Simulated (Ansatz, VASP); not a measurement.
Co in VASP and in Ansatz

```
Co
1.0
     2.48736    0.00000    0.00000
    -1.24368    2.15412    0.00000
     0.00000    0.00000    4.06329
Co
2
Direct
  0.66667 0.33333 0.25008
  0.33333 0.66667 0.74992
```

Alike in both runs: functional PBEsol; k mesh 18 × 18 × 10; occupations gaussian, width 0.1 eV; collinear spin.

Ansatz relaxed the structure, and its values are those at the end. VASP's run is a single point on that final structure, the one shown.

```csv
,VASP,Ansatz
version,VASP 6.6.1,Ansatz 0.2.0
potentials or method,"VASP PAW PBE potentials, release 64 (Co), cutoff 520 eV","scalar-relativistic, plane waves, PAW"
valence electrons in the cell,18,34
```

```tsv
	VASP	Ansatz	Ansatz less VASP
gap on the k mesh at the Fermi level (eV)	none	none	-
pressure (GPa)	-11.3	-10.7	+0.62
net moment per atom (μB)	1.60	1.60	+0.005
size of the moment on the site where the two differ most (μB)	1.61	1.67	+0.058
```

VASP's potentials were made for PBE, not for PBEsol. Site moments also hang on the region over which each program counts them. A gap of «none» marks a metal or a gap that the smearing closes. The functional is the same, so the differences come from potentials, cutoffs and numerics. VASP's potentials hold 18 valence electrons a cell and Ansatz's 34, so a difference there can come from the potentials and not from the codes. Ansatz's warnings: stress scf threshold loose.
